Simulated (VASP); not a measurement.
# AlN (Pm) in VASP: notebook

AlN is run at these levels: LDA; tasks: single point.

Everything below comes from runs of VASP 6.6.1. Logs are shortened: lines on timing, memory, paths and dates and some standing lists are left out, and cuts for length are marked.

## 1. The cell of the first run

It takes space group Pm (No. 6, monoclinic). The conventional cell has a = 3.276 Å, b = 4.101 Å, c = 5.674 Å, α = 90.00°, β = 90.00°, γ = 90.00°. Within 1.9 Å of Al (site symmetry m) lie 1 N at 1.41 Å. Within 2.5 Å of Al (site symmetry m) lie 5 N at 1.89 to 2.05 Å. Al (site symmetry m) has 5 N at 1.89 to 2.05 Å and 2 Al at 2.49 Å within 2.5 Å. Within 2.5 Å of Al (site symmetry m) lie 5 N at 1.89 to 2.05 Å. Within 2.5 Å of N (site symmetry m) lie 5 Al at 1.89 to 2.11 Å. N (site symmetry m) has 5 Al at 1.89 to 2.05 Å within 2.5 Å. Within 1.9 Å of N (site symmetry m) lie 2 Al at 1.41 to 1.89 Å. N (site symmetry m) has 5 Al at 1.89 to 2.29 Å within 2.5 Å.

## 2. Single point, LDA (atom 1 (Al) moved by +0.496 Å along [1 0 0] and -0.124 Å along [1 2 0])

Contents of INCAR:

```
PREC     = Accurate       # precision mode
ENCUT    = 520            # plane-wave cutoff, eV
EDIFF    = 1E-7           # SCF threshold, eV
ISMEAR   = 0              # smearing method
SIGMA    = 0.05           # smearing width, eV
LREAL    = F              # projectors in reciprocal space
LASPH    = T              # aspherical terms in the spheres
NELM     = 60             # most SCF steps
ALGO     = Normal         # electronic algorithm
ISIF     = 2              # what is computed and relaxed
LWAVE    = F              # write WAVECAR
LCHARG   = F              # write CHGCAR
GGA      = CA             # functional
NBANDS   = 26             # bands
```

Contents of KPOINTS:

```
regular mesh
0
Gamma
  8 6 4
```

Contents of POSCAR:

```
AlN
1.0
   -1.6378403119      2.8368226349      0.0000000000
    0.0000000000      0.0000000000      4.1006264518
    4.9135209358      2.8368226349      0.0000000000
Al N
4 4
Direct
    0.3915073870      0.7500000000      0.2314484045
    1.0000000000      0.7500000000      0.6666666667
    0.0000000000      0.2500000000      0.3333333333
    0.5000000000      0.2500000000      0.8333333333
    0.5000000000      0.2500000000      0.1666666667
    1.0000000000      0.2500000000      0.6666666667
    0.0000000000      0.7500000000      0.3333333333
    0.5000000000      0.7500000000      0.8333333333
```

Potentials or basis: VASP PAW LDA potentials, release 64 (Al, N).

Started as:

```bash
$ cat potpaw_LDA.64/Al/POTCAR potpaw_LDA.64/N/POTCAR > POTCAR
$ mpirun -np 1 vasp_std > vasp.out
```

OUTCAR:

```text
PREC = Accurate
   ENCUT = 520
   EDIFF = 1E-7
   ISMEAR = 0
   LREAL = F
   LASPH = T
   NELM = 60
   ISIF = 2
   GGA = CA

 ion  position               nearest neighbor table
   1  0.392  0.750  0.231-   7 1.41   7 2.08   5 2.11   5 2.11   8 2.29   3 2.49   3 2.49   2 2.78
                             3 2.92   3 2.92   4 3.07   4 3.07   2 3.17
   2  0.000  0.750  0.667-   8 1.89   8 1.89   7 1.89   6 2.05   6 2.05   1 2.78   4 2.79   4 2.79
                             4 2.79   4 2.79   3 2.79   3 2.79   1 3.17
   3  0.000  0.250  0.333-   5 1.89   5 1.89   6 1.89   7 2.05   7 2.05   1 2.49   1 2.49   2 2.79
                             2 2.79   1 2.92   1 2.92   4 3.28   4 3.28   4 3.28   4 3.28
   4  0.500  0.250  0.833-   6 1.89   6 1.89   5 1.89   8 2.05   8 2.05   2 2.79   2 2.79   2 2.79
                             2 2.79   1 3.07   1 3.07   3 3.28   3 3.28   3 3.28   3 3.28
   5  0.500  0.250  0.167-   3 1.89   3 1.89   4 1.89   1 2.11   1 2.11
   6  0.000  0.250  0.667-   4 1.89   4 1.89   3 1.89   2 2.05   2 2.05
   7  0.000  0.750  0.333-   1 1.41   2 1.89   3 2.05   3 2.05   1 2.08
   8  0.500  0.750  0.833-   2 1.89   2 1.89   4 2.05   4 2.05   1 2.29

  LATTYP: Found a simple orthorhombic cell.
 ALAT       =     3.2756806238
 B/A-ratio  =     1.2518395176
 C/A-ratio  =     1.7320508076

  Lattice vectors:

 A1 = (  -1.6378403119,   2.8368226349,   0.0000000000)
 A2 = (   0.0000000000,   0.0000000000,   4.1006264518)
 A3 = (   4.9135209358,   2.8368226349,   0.0000000000)

Analysis of symmetry for initial positions (statically):
=====================================================================
 Subroutine PRICEL returns:
 Original cell was already a primitive cell.

 Routine SETGRP: Setting up the symmetry group for a
 simple orthorhombic supercell.

 Subroutine GETGRP returns: Found  2 space group operations
 (whereof  1 operations were pure point group operations)
 out of a pool of  8 trial point group operations.

The static configuration has the point symmetry C_1 .
 The point group associated with its full space group is C_1h.

Analysis of symmetry for dynamics (positions and initial velocities):
=====================================================================
 Subroutine PRICEL returns:
 Original cell was already a primitive cell.

 Routine SETGRP: Setting up the symmetry group for a
 simple orthorhombic supercell.

 Subroutine GETGRP returns: Found  2 space group operations
 (whereof  1 operations were pure point group operations)
 out of a pool of  8 trial point group operations.

The dynamic configuration has the point symmetry C_1 .
 The point group associated with its full space group is C_1h.

 Subroutine INISYM returns: Found  2 space group operations
 (whereof  1 operations are pure point group operations),
 and found     1 'primitive' translations

----------------------------------------------------------------------------------------

                                     Primitive cell

  volume of cell :      76.2103

  direct lattice vectors                    reciprocal lattice vectors
    -1.637840312  2.836822635  0.000000000    -0.152640033  0.264380293  0.000000000
     0.000000000  0.000000000  4.100626452     0.000000000  0.000000000  0.243865178
     4.913520936  2.836822635  0.000000000     0.152640033  0.088126764  0.000000000

  length of vectors
     3.275680624  4.100626452  5.673645270     0.305280067  0.243865178  0.176253529

  position of ions in fractional coordinates (direct lattice)
     0.391507387  0.750000000  0.231448405
     0.000000000  0.750000000  0.666666667
     0.000000000  0.250000000  0.333333333
     0.500000000  0.250000000  0.833333333
     0.500000000  0.250000000  0.166666667
     0.000000000  0.250000000  0.666666667
     0.000000000  0.750000000  0.333333333
     0.500000000  0.750000000  0.833333333

  ion indices of the primitive-cell ions
   primitive index   ion index
                 1           1
                 2           2
                 3           3
                 4           4
                 5           5
                 6           6
                 7           7
                 8           8

----------------------------------------------------------------------------------------

 KPOINTS: regular mesh

Automatic generation of k-mesh.
 Grid dimensions read from file:
 generate k-points for:    8    6    4

 Generating k-lattice:

  Cartesian coordinates                     Fractional coordinates (reciprocal lattice)
    -0.019080004  0.033047537  0.000000000     0.125000000  0.000000000  0.000000000
     0.000000000  0.000000000  0.040644196     0.000000000  0.166666667  0.000000000
     0.038160008  0.022031691  0.000000000     0.000000000  0.000000000  0.250000000

  Length of vectors
     0.038160008  0.040644196  0.044063382

  Shift w.r.t. Gamma in fractional coordinates (k-lattice)
     0.000000000  0.000000000  0.000000000

 Subroutine IBZKPT returns following result:
 ===========================================

 Found     72 irreducible k-points:

 Following reciprocal coordinates:
            Coordinates               Weight
  0.000000  0.000000  0.000000      1.000000
  0.125000  0.000000  0.000000      2.000000
  0.250000  0.000000  0.000000      2.000000
  0.375000  0.000000  0.000000      2.000000
  0.500000  0.000000  0.000000      1.000000
  0.000000  0.166667  0.000000      2.000000
[... 16 lines left out ...]
  0.125000  0.000000 -0.250000      2.000000
  0.250000  0.000000  0.250000      2.000000
 [... further k-points ...]
   k-points           NKPTS =     72   k-points in BZ     NKDIM =     72   number of bands    NBANDS=     26
   number of dos      NEDOS =    301   number of ions     NIONS =      8
   total plane-waves  NPLWV =  30240
   dimension x,y,z NGX =    24 NGY =   30 NGZ =   42
   dimension x,y,z NGXF=    48 NGYF=   60 NGZF=   84
   ions per type =               4   4
   NGX,Y,Z   is equivalent  to a cutoff of  12.18, 12.16, 12.31 a.u.
   NGXF,Y,Z  is equivalent  to a cutoff of  24.36, 24.32, 24.61 a.u.
 SYSTEM =  unknown system
   PREC   = accura    normal or accurate (medium, high low for compatibility)
   ISTART =      0    job   : 0-new  1-cont  2-samecut
   ICHARG =      2    charge: 1-file 2-atom 10-const
   ISPIN  =      1    spin polarized calculation?
   LNONCOLLINEAR =      F non collinear calculations
   LSORBIT =      F    spin-orbit coupling
   LASPH  =      T    aspherical Exc in radial PAW
   ENCUT  =  520.0 eV  38.22 Ry    6.18 a.u.   6.09  7.62 10.55*2*pi/ulx,y,z
   NELM   =     60;   NELMIN=  2; NELMDL= -5     # of ELM steps
   EDIFF  = 0.1E-06   stopping-criterion for ELM
   LREAL  =      F    real-space projection
   EDIFFG = 0.1E-05   stopping-criterion for IOM
   NSW    =      0    number of steps for IOM
   IBRION =     -1    ionic relax: 0-MD 1-quasi-New 2-CG
   NFREE  =      0    steps in history (QN), initial steepest desc. (CG)
   ISIF   =      2    stress and relaxation
   ISYM   =      2    0-nonsym 1-usesym 2-fastsym
   POTIM  = 0.5000    time-step for ionic-motion
   TEBEG  =    0.0;   TEEND  =   0.0 temperature during run
   PSTRESS=    0.0 pullay stress
   NELECT =      32.0000    total number of electrons
   NUPDOWN=      -1.0000    fix difference up-down
   EMIN   =  10.00;   EMAX   =-10.00  energy-range for DOS
   EFERMI =   0.00;   METHOD = LEGACY
   ISMEAR =     0;   SIGMA  =   0.05  broadening in eV -4-tet -1-fermi 0-gaus
   EFERMI_NEDOS =   21; number of points for ismear=-14 and -15
   IALGO  =     38    algorithm
   IMIX   =      4    mixing-type and parameters
     AMIX     =   0.40;   BMIX     =  1.00
     AMIX_MAG =   1.60;   BMIX_MAG =  1.00
  volume/ion in A,a.u.               =       9.53        64.29
  Fermi-wavevector in a.u.,A,eV,Ry     =   1.225896  2.316607 20.447110  1.502820
  Thomas-Fermi vector in A             =   2.360917
   LORBIT       =      0    0 simple, 1 ext, 2 COOP (PROOUT), +10 PAW based schemes
   GGA     = CA    functional components
   LHFCALC =     F    Hartree Fock is set to
   AEXX    =    0.0000 exact exchange contribution
   IVDW    =     0    specifies the selected vdW correction
   LEPSILON=     F    determine dielectric tensor
   LRPA    =     F    only Hartree local field effects (RPA)
 non-spin polarized calculation
 Gauss-broadening in eV      SIGMA  =   0.05
  energy-cutoff  :      520.00
  volume of cell :       76.21
 maximum number of plane-waves:      2088
   NGX = 13   NGY = 15   NGZ = 21

 number of electron      32.0000003 magnetization

 Free energy of the ion-electron system (eV)
  ---------------------------------------------------
  ext. energy  EPLUGINS =         0.00000000
  ---------------------------------------------------
  free energy    TOTEN  =       -60.40370629 eV

  energy without entropy =      -60.40370629  energy(sigma->0) =      -60.40370629

 E-fermi :   8.3533     XC(G=0): -11.6584

 val. band max:        8.0555846623   @ k =   0.0000   0.0000   0.0000
 cond. band min:      11.0240854078   @ k =   0.0000   0.0000   0.0000
 fundamental gap:      2.9685007455
 Fermi energy:         8.3533224982

 k-point     1 :       0.0000    0.0000    0.0000
  band No.  band energies     occupation
      1      -9.1293      2.00000
      2      -6.9137      2.00000
      3      -5.8280      2.00000
      4      -4.4807      2.00000
      5       0.7075      2.00000
      6       1.3382      2.00000
[... 18 lines left out ...]
     25      17.6690      0.00000
     26      18.8451      0.00000

 k-point     2 :       0.1250    0.0000    0.0000
  band No.  band energies     occupation
      1      -8.9976      2.00000
      2      -6.8037      2.00000
      3      -5.8518      2.00000
      4      -4.4911      2.00000
      5       0.8452      2.00000
      6       1.2738      2.00000
[... 18 lines left out ...]
     25      18.0148      0.00000
[... 608 lines left out ...]
     25      17.8327      0.00000
     26      18.3171      0.00000

 k-point    24 :       0.2500    0.0000    0.2500
  band No.  band energies     occupation
      1      -8.5318      2.00000
      2      -6.8474      2.00000
      3      -5.7685      2.00000
      4      -4.5294      2.00000
      5       1.3458      2.00000
      6       1.4386      2.00000
[... 18 lines left out ...]
     25      17.9634      0.00000
     26      18.1868      0.00000

 [... further k-points ...]
[... 5 lines left out ...]
  --------------------------------------------------------------------------------------
  -------------------------------------------------------------------------------------
  Total       18.1366934      8.4828760      0.6383113    -14.6431112      0.0000000      0.0000000
  in kB      381.2894201    178.3363047     13.4192787   -307.8435100      0.0000000      0.0000000
  external PRESSURE =     191.0150011 kB  Pullay stress =       0.0000000 kB

 VOLUME and BASIS-vectors are now :
 -----------------------------------------------------------------------------
  energy-cutoff  :      520.00
  volume of cell :       76.21
      direct lattice vectors                 reciprocal lattice vectors
    -1.637840312  2.836822635  0.000000000    -0.152640033  0.264380293  0.000000000
     0.000000000  0.000000000  4.100626452     0.000000000  0.000000000  0.243865178
     4.913520936  2.836822635  0.000000000     0.152640033  0.088126764  0.000000000

 POSITION                                       TOTAL-FORCE (eV/Angst)
 -----------------------------------------------------------------------------------
      0.49600      1.76722      3.07547       -21.786971     13.087614      0.000000
      3.27568      1.89122      3.07547         1.647726      0.639279      0.000000
      1.63784      0.94561      1.02516         0.683885     -1.007491      0.000000
      3.27568      3.78243      1.02516         0.334104      0.306222      0.000000
      0.00000      1.89122      1.02516         1.800882      0.147550      0.000000
      3.27568      1.89122      1.02516        -0.716498     -0.429277      0.000000
      1.63784      0.94561      3.07547        17.631810    -12.514080      0.000000
      3.27568      3.78243      3.07547         0.405063     -0.229816      0.000000
 -----------------------------------------------------------------------------------
    total drift:                               -0.000184      0.000147     -0.000000

  FREE ENERGIE OF THE ION-ELECTRON SYSTEM (eV)
  ---------------------------------------------------
  free  energy   TOTEN  =       -60.4037062907 eV

  energy  without entropy=      -60.4037062907  energy(sigma->0) =      -60.40370629
```

Run time: 82 s. Hardware: 1 thread of Intel Xeon Platinum 8375C at 2.90GHz (Ice Lake), shared host; peak memory 0.22 GiB.

What came out:

| Quantity | Value |
| --- | --- |
| Free energy | -60.4037 eV |
| Pressure | 19.1 GPa |
| Largest force | 25.416 eV/Å |
| Band gap on the k mesh | 2.97 eV, direct |

Forces on the atoms (eV/Å):
```
Al  -21.787  13.088   0.000
Al    1.648   0.639   0.000
Al    0.684  -1.007   0.000
Al    0.334   0.306   0.000
N     1.801   0.148   0.000
N    -0.716  -0.429   0.000
N    17.632 -12.514   0.000
N     0.405  -0.230   0.000
```

Caveat: the cell differs from its parent crystal (atom 1 (Al) moved by +0.496 Å along [1 0 0] and -0.124 Å along [1 2 0]); forces of over 1 eV/Å act on the atoms, so gaps and moduli don't describe the material at rest.

## 3. Single point, LDA (atom 1 (Al) moved by +0.248 Å along [1 0 0] and -0.372 Å along [1 2 0])

Contents of INCAR:

```
ALGO     = Normal         # electronic algorithm
EDIFF    = 1E-7           # SCF threshold, eV
ENCUT    = 520            # plane-wave cutoff, eV
GGA      = CA             # functional
ISIF     = 2              # what is computed and relaxed
ISMEAR   = 0              # smearing method
LASPH    = True           # aspherical terms in the spheres
LCHARG   = False          # write CHGCAR
LREAL    = False          # projectors in reciprocal space
LWAVE    = False          # write WAVECAR
NBANDS   = 26             # bands
NELM     = 80             # most SCF steps
PREC     = Accurate       # precision mode
SIGMA    = 0.05           # smearing width, eV
```

Contents of KPOINTS:

```
k-points
0
Gamma
  8 6 4
```

Changes to POSCAR since step 2:

```diff
@@ -8,3 +8,3 @@
 Direct
-    0.3915073870      0.7500000000      0.2314484045
+    0.3637958026      0.7500000000      0.1717382386
     1.0000000000      0.7500000000      0.6666666667
```

Potentials or basis: VASP PAW LDA potentials, release 64 (Al, N).

Started as:

```bash
$ cat potpaw_LDA.64/Al/POTCAR potpaw_LDA.64/N/POTCAR > POTCAR
$ mpirun -np 1 vasp_std > vasp.out
```

It took 1.7 min on 1 thread of Intel Xeon Platinum 8375C at 2.90GHz (Ice Lake), shared host; peak memory 0.22 GiB.

Results (log left out):

| Property | Result |
| --- | --- |
| Free energy | -62.5103 eV |
| Pressure | 11.6 GPa |
| Largest force | 15.334 eV/Å |
| Band gap on the k mesh | 3.40 eV, direct |

Forces on the atoms (eV/Å):
```
Al  -13.555   7.168   0.000
Al    0.048  -0.221   0.000
Al    0.835  -0.711   0.000
Al   -0.025   0.279   0.000
N     0.638  -0.832   0.000
N    -0.114  -0.105   0.000
N    11.413  -5.253   0.000
N     0.762  -0.326   0.000
```

Stress tensor (GPa, compression positive):
```
 32.11 -13.45   0.00
-13.45   1.79   0.00
  0.00   0.00   0.98
```

Levels at points of the mesh, in eV from the valence-band top:
| k point | band 12 | band 13 | band 14 | band 15 | band 16 | band 17 | band 18 | band 19 | band 20 | band 21 |
| --- | --- | --- | --- | --- | --- | --- | --- | --- | --- | --- |
| (0.00, 0.00, 0.00) | -2.93 | -1.75 | -1.43 | -1.33 | 0.00 | 3.40 | 3.73 | 4.52 | 6.96 | 7.09 |
| (0.50, 0.00, 0.00) | -3.51 | -3.05 | -2.46 | -2.25 | -1.93 | 5.32 | 5.52 | 5.98 | 6.13 | 7.61 |
| (0.00, 0.50, 0.00) | -2.51 | -2.46 | -2.06 | -1.86 | -1.69 | 5.02 | 5.04 | 5.70 | 5.89 | 8.26 |
| (0.50, 0.50, 0.00) | -4.31 | -1.27 | -1.08 | -0.90 | -0.78 | 5.49 | 6.06 | 6.28 | 6.62 | 8.90 |
| (0.00, 0.00, 0.50) | -3.02 | -1.38 | -1.29 | -1.28 | -1.02 | 4.47 | 4.85 | 5.99 | 6.34 | 7.63 |
| (0.50, 0.00, 0.50) | -3.98 | -3.27 | -2.69 | -1.61 | -1.12 | 3.74 | 3.99 | 6.95 | 7.22 | 7.38 |
| (0.00, 0.50, 0.50) | -2.74 | -2.10 | -1.96 | -1.79 | -1.65 | 5.07 | 5.15 | 5.51 | 5.62 | 8.44 |
| (0.50, 0.50, 0.50) | -2.93 | -2.04 | -1.73 | -1.64 | -1.54 | 4.77 | 4.96 | 5.27 | 5.46 | 9.20 |

Caveat: the cell differs from its parent crystal (atom 1 (Al) moved by +0.248 Å along [1 0 0] and -0.372 Å along [1 2 0]); forces of over 1 eV/Å act on the atoms, so gaps and moduli don't describe the material at rest. A k mesh can miss the band edges.

## 4. Single point, LDA (atom 1 (Al) moved by -0.372 Å along [1 0 0] and +0.000 Å along [1 2 0])

Contents of INCAR:

```
SYSTEM = AlN
  PREC = Accurate
  ENCUT = 520
  EDIFF = 1E-6
  ISMEAR = 0
  SIGMA = 0.05
  LREAL = .False.
  LASPH = .True.
  NELM = 60
  ALGO = Normal
  ISIF = 2
  LWAVE = .False.
  LCHARG = .True.
  GGA = CA
  LELF = .True.
  LVHAR = .True.
  NBANDS = 26
```

Contents of KPOINTS:

```
regular mesh
0
Gamma
  8 6 4
  0 0 0
```

Changes to POSCAR since step 3:

```diff
@@ -8,3 +8,3 @@
 Direct
-    0.3637958026      0.7500000000      0.1717382386
+    0.5567820924      0.7500000000      0.1098845743
     1.0000000000      0.7500000000      0.6666666667
```

Started as:

```bash
$ cat potpaw_LDA.64/Al/POTCAR potpaw_LDA.64/N/POTCAR > POTCAR
$ mpirun -np 1 vasp_std > vasp.out
```

Run time: 93 s. Hardware: 1 thread of Intel Xeon Platinum 8375C at 2.90GHz (Ice Lake), shared host; peak memory 0.22 GiB.

Results (log left out):

```yaml
Free_energy: -63.2020 eV
Pressure: 7.6 GPa
Largest_force: 11.977 eV/Å
Band_gap_on_the_k_mesh: 2.90 eV, direct
```

Forces on the atoms (eV/Å):
```
Al  10.620  5.538  0.000
Al  -1.705 -0.851  0.000
Al  -0.405  0.083  0.000
Al  -0.196 -0.380  0.000
N   -1.599 -0.385  0.000
N    0.667  0.416  0.000
N   -1.110 -0.150  0.000
N   -6.273 -4.270  0.000
```

Stress tensor (GPa, compression positive):
```
13.72 12.93  0.00
12.93  8.14  0.00
 0.00  0.00  0.88
```

Levels at points of the mesh, in eV from the valence-band top:
```csv
k point,band 14,band 15,band 16,band 17,band 18,band 19
"(0.00, 0.00, 0.00)",-1.78,-0.41,0.00,2.90,3.87,4.60
"(0.50, 0.00, 0.00)",-2.38,-2.22,-2.05,5.03,5.11,5.75
"(0.00, 0.50, 0.00)",-1.68,-1.64,-1.17,4.18,4.91,5.75
"(0.50, 0.50, 0.00)",-1.37,-0.64,-0.60,5.54,5.58,6.31
"(0.00, 0.00, 0.50)",-1.80,-0.78,-0.34,3.88,5.04,6.07
"(0.50, 0.00, 0.50)",-2.64,-1.60,-1.30,3.35,4.04,6.39
"(0.00, 0.50, 0.50)",-1.68,-1.47,-1.23,4.01,5.05,5.34
"(0.50, 0.50, 0.50)",-2.20,-1.34,-1.15,4.54,4.70,5.32
```

Caveat: the cell differs from its parent crystal (atom 1 (Al) moved by -0.372 Å along [1 0 0] and +0.000 Å along [1 2 0]); forces of over 1 eV/Å act on the atoms, so gaps and moduli don't describe the material at rest. A k mesh can miss the band edges.

(Continued in part 2 of 2.)
